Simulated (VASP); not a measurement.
Input of a VASP 6.6.1 run:

INCAR

```
  PREC = Accurate
  ENCUT = 520
  EDIFF = 1E-6
  ISMEAR = 0
  SIGMA = 0.1
  LREAL = F
  LASPH = T
  NELM = 100
  ALGO = Normal
  ISIF = 2
  LWAVE = F
  LCHARG = F
  GGA = PE
  NBANDS = 33
```

The input KPOINTS:

```
Automatic mesh
0
Gamma
  2 2 2
```

Contents of POSCAR:

```
KSi4I3
1.0
    6.4006507992      0.0000000000      0.0000000000
    0.0000000000      6.4006507992      0.0000000000
    0.0000000000      0.0000000000      6.4006507992
K Si I
1 4 3
Direct
    0.0000000000      0.0000000000      0.0000000000
    0.5000000000      0.0000000000      0.0000000000
    0.0000000000      0.5000000000      0.0000000000
    0.0000000000      0.0000000000      0.5000000000
    0.5000000000      0.5000000000      0.5000000000
    0.0000000000      0.5000000000      0.5000000000
    0.5000000000      0.0000000000      0.5000000000
    0.5000000000      0.5000000000      0.0000000000
```

Potentials or basis: VASP PAW PBE potentials, release 64 (K_sv, Si, I).

The run is started by

```sh
$ cat potpaw_PBE.64/K_sv/POTCAR potpaw_PBE.64/Si/POTCAR potpaw_PBE.64/I/POTCAR > POTCAR
$ mpirun -np 1 vasp_std > vasp.out
```

(1) Estimate the pressure.

(2) What does it give for the band gap on the k mesh?

Answers

(1) -0.1 GPa.

(2) zero (bands 23 and 24 overlap by 0.85 eV).

Caveat: the k points lie up to 0.49 Å⁻¹ apart, too coarse for converged energies and pressures of a metal; spin-orbit coupling is left out, which moves the levels of the heavy elements.
